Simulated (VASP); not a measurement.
Write the native input for VASP 6.6.1 that does the following.

| Quantity | Value |
| --- | --- |
| Task | single point |
| Functional | PBE |
| Dispersion | D3(BJ) |
| Potentials or basis | VASP PAW PBE potentials, release 64 (P) |
| Cutoff | 520 eV |
| k mesh | 20 × 20 × 20 |
| Occupations | gaussian, width 0.05 eV |
| Spin | no spin polarisation |
| Dipole correction | no |
| Further INCAR settings | ALGO = Normal; EDIFF = 1e-07; NBANDS = 8 |

The structure of P lies in POSCAR:

```
P
1.0
   -1.4982899124      1.4982899124      1.4982899124
    1.4982899124     -1.4982899124      1.4982899124
    1.4982899124      1.4982899124     -1.4982899124
P
1
Direct
    0.0000000000      0.0000000000      0.0000000000
```

These files were run (other wordings do the same):

INCAR

```
PREC = Accurate
ENCUT = 520
EDIFF = 1E-7
ISMEAR = 0
SIGMA = 0.05
LREAL = F
LASPH = T
NELM = 60
ALGO = Normal
ISIF = 2
LWAVE = F
LCHARG = F
GGA = PE
IVDW = 12
NBANDS = 8
```

KPOINTS

```
regular mesh
0
Gamma
  20 20 20
```

Potentials or basis: VASP PAW PBE potentials, release 64 (P).

Command:

```bash
$ cat potpaw_PBE.64/P/POTCAR > POTCAR
$ mpirun -np 1 vasp_std > vasp.out
```

Results of the run:

```json
{
 "Pressure": "-0.3 GPa",
 "Dispersion energy per atom": "-0.519 eV"
}
```

Caveat: pairwise dispersion overbinds metals, which lowers pressure and volume.

It took 15 s on 1 thread of Intel(R) Xeon(R) Platinum 8259CL CPU @ 2.50GHz (Skylake/Cascade Lake), on a shared host, peak memory 0.14 GiB.
